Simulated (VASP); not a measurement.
A run of VASP 6.6.1 is set up as follows.

File INCAR:

```
SYSTEM = LiF
PREC = Accurate ; ENCUT = 750
EDIFF = 1E-6 ; ISMEAR = 0
SIGMA = 0.01 ; LREAL = .False.
LASPH = .True. ; NELM = 120
ALGO = Normal ; ISIF = 2
LWAVE = .False. ; LCHARG = .False.
GGA = PE ; NBANDS = 12
GGA_COMPAT = .False.
```

Contents of KPOINTS:

```
regular mesh
0
Gamma
  3 3 3
  0 0 0
```

The input POSCAR:

```
LiF
1.0
    0.0000000000      2.0313846047      2.0313846047
    2.0313846047      0.0000000000      2.0313846047
    2.0313846047      2.0313846047      0.0000000000
Li F
1 1
Direct
    0.0000000000      0.0000000000      0.0000000000
    0.5000000000      0.5000000000      0.5000000000
```

Potentials or basis: VASP PAW PBE potentials, release 64 (Li_sv, F).

Command:

```bash
$ cat potpaw_PBE.64/Li_sv/POTCAR potpaw_PBE.64/F/POTCAR > POTCAR
$ mpirun -np 1 vasp_std > vasp.out
```

Q: What does it give for the pressure?

A: 0.0 GPa.

Q: Estimate the band gap on the k mesh.

A: 8.84 eV, direct.

Caveat: the k points lie up to 0.89 Å⁻¹ apart. A hybrid or GW would open this gap; PBE tends to underestimate it.
